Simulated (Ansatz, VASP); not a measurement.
## Pb in VASP and in Ansatz

The input POSCAR:

```
Pb
1.0
    0.0000000000      2.4946408835      2.4946408835
    2.4946408835      0.0000000000      2.4946408835
    2.4946408835      2.4946408835      0.0000000000
Pb
1
Direct
    0.0000000000      0.0000000000      0.0000000000
```

File INCAR.step1:

```
SYSTEM = Pb
  PREC = Accurate
  ENCUT = 520
  ISMEAR = 1
  SIGMA = 0.1
  LREAL = .FALSE.
  LASPH = .TRUE.
  NELM = 60
  NBANDS = 13
  GGA = PE
  ALGO = Normal
  EDIFF = 1E-4
  LWAVE = .TRUE.
  LCHARG = .FALSE.
```

Contents of INCAR.step2:

```
SYSTEM = Pb
  PREC = Accurate
  ENCUT = 520
  EDIFF = 1E-7
  ISMEAR = 1
  SIGMA = 0.1
  LREAL = .FALSE.
  LASPH = .TRUE.
  NELM = 60
  ALGO = Normal
  ISIF = 2
  LWAVE = .FALSE.
  LCHARG = .FALSE.
  METAGGA = R2SCAN
  LMIXTAU = .TRUE.
  NBANDS = 13
  ISTART = 1
```

KPOINTS

```
regular mesh
0
G
  11 11 11
  0 0 0
```

Input for Ansatz:

```yaml
crystal:
  lattice:
    - [0.0, 2.4946408835, 2.4946408835]
    - [2.4946408835, 0.0, 2.4946408835]
    - [2.4946408835, 2.4946408835, 0.0]
  atoms:
    - { symbol: Pb, position: [0.0, 0.0, 0.0] }
hamiltonian:
  xc: r2scan
  pseudopotentials:
    kind: paw
    azcp:
      Pb: "pseudopotentials/Pb.paw.azcp"
basis:
  ecutwfc: 500
  fft_grid_basis: typed
kpoints:
  mp_grid: { grid: [11, 11, 11], shift: [0, 0, 0] }
magnetization:
  spin_polarized: false
scf:
  occupations: { method: methfessel_paxton, width: 0.1 }
  lower_state_search: "off"
output:
  stress: true
```

Alike in both runs: task single point; functional r2SCAN; k mesh 11 × 11 × 11; occupations methfessel-paxton of order 1, width 0.1 eV; no spin polarisation.

|  | VASP | Ansatz |
| --- | --- | --- |
| version | VASP 6.6.1 | Ansatz 0.2.0 |
| potentials or method | VASP PAW PBE potentials, release 64 (Pb_d), cutoff 520 eV | plane waves (500 eV) with PAW, scalar-relativistic |
| valence electrons in the cell | 14 | 14 |

|  | VASP | Ansatz | Ansatz less VASP |
| --- | --- | --- | --- |
| pressure (GPa) | 0.0 | 0.0 | +0.02 |

VASP's potentials were made for PBE, not for r2SCAN.

Neither program's run includes spin-orbit coupling.
